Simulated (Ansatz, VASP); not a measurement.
## Pt: VASP beside Ansatz

```xyz
1
Lattice="0.0000 2.0685 1.8281 2.0685 0.0000 1.8281 2.0685 2.0685 0.0000" Properties=species:S:1:pos:R:3 pbc="T T T"
Pt    0.0000    0.0000    0.0000
```

Alike in both runs: task single point; functional LDA; k mesh 22 × 22 × 22; occupations gaussian, width 0.15 eV; no spin polarisation.

```csv
,VASP,Ansatz
version,VASP 6.6.1,Ansatz 0.2.0
potentials or method,"VASP PAW LDA potentials, release 64 (Pt), cutoff 520 eV","scalar-relativistic, plane waves, PAW"
valence electrons in the cell,10,18
```

Ansatz gave:

* gap on the k mesh at the Fermi level (eV): none
* pressure (GPa): -14.2
* traceless stress, the component that is largest in VASP (GPa): 4.11

**Question.** Which values does VASP return?

**Answer.** gap on the k mesh at the Fermi level (eV): none; pressure (GPa): -13.6; traceless stress, the component that is largest in VASP (GPa): 4.15.

LDA's correlation is that of Perdew and Zunger in VASP and of Perdew and Wang (1992) in Ansatz. A gap of «none» marks a metal or a gap that the smearing closes. VASP's potentials hold 10 valence electrons a cell and Ansatz's 18, so a difference there can come from the potentials and not from the codes.

Spin-orbit coupling is off throughout.
